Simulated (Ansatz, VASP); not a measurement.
**BaAl2B4: VASP beside Ansatz**

```
Ba Al B
1.0
     2.30162   -7.26667    0.00000
     2.30162    7.26667    0.00000
     0.00000    0.00000    3.13312
Ba Al B
1 2 4
Cartesian
  0.0000 0.0000 0.0000
  2.3016 -2.4745 1.5666
  2.3016 2.4745 1.5666
  2.3016 -4.7443 1.5666
  2.3016 4.7443 1.5666
  2.3016 -4.1945 0.0000
  2.3016 4.1945 0.0000
```

Change from the starting cell: species swapped into the PrRe4Si2 type (Cmmm, No. 65).

Alike in both runs: functional PBE; k mesh 6 × 6 × 4; occupations gaussian, width 0.1 eV; no spin polarisation.

Ansatz relaxed the structure, and its values are those at the end. VASP's run is a single point on that final structure, the one shown.

|  | VASP | Ansatz |
| --- | --- | --- |
| version | VASP 6.6.1 | Ansatz 0.2.0 |
| potentials or method | VASP PAW PBE potentials, release 64 (Ba_sv, Al, B), cutoff 520 eV | scalar-relativistic, plane waves, PAW |
| valence electrons in the cell | 28 | 28 |

|  | VASP | Ansatz | Ansatz less VASP |
| --- | --- | --- | --- |
| gap on the k mesh at the Fermi level (eV) | none | none | - |
| pressure (GPa) | 0.8 | 0.0 | -0.83 |
| rms of the force components (eV/Å) | 0.032 | 0.008 | -0.0244 |

A gap of «none» marks a metal or a gap that the smearing closes. The functional is the same, so the differences come from potentials, cutoffs and numerics.

The k mesh is coarse, so the values compare programs but aren't converged. Spin-orbit coupling is off throughout.
